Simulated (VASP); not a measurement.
SrVO3:

```
Sr V O
1.0
     3.84090    0.00000    0.00000
     0.00000    3.84090    0.00000
     0.00000    0.00000    3.84090
Sr V O
1 1 3
Cartesian
  1.9204 1.9204 1.9204
  0.0000 0.0000 0.0000
  0.0000 0.0000 1.9204
  0.0000 1.9204 0.0000
  1.9204 0.0000 0.0000
```

Base run:

* Program: VASP 6.6.1
* Functional: PBE
* Potentials or basis: VASP PAW PBE potentials, release 64 (Sr_sv, V_sv, O)
* Cutoff: 520 eV
* k mesh: 7 × 7 × 7
* Occupations: gaussian, width 0.015 eV
* Spin: collinear spin, ferromagnetic start
* Starting moments: [0.0, 2.0, 0.0, 0.0, 0.0] μB

Its results: pressure 3.2 GPa; net moment -0.10 μB per cell.

After a change of settings the same cell gave: pressure 9.3 GPa; net moment 0.00 μB per cell. Which change was it?
A. occupations from gaussian, width 0.015 eV to fermi-dirac, width 0.05 eV; further incar settings from ALGO = Normal; EDIFF = 1e-06; NBANDS = 32 to ALGO = Normal; EDIFF = 1e-07; NBANDS = 32
B. functional from PBE to BLYP; occupations from gaussian, width 0.015 eV to fermi-dirac, width 0.05 eV
C. occupations from gaussian, width 0.015 eV to gaussian, width 0.012 eV
D. k mesh from 7 × 7 × 7 to 5 × 5 × 5; occupations from gaussian, width 0.015 eV to fermi-dirac, width 0.05 eV

B.

Caveats: the PAW data sets were made with another functional, which shifts forces and pressure a little (some runs).
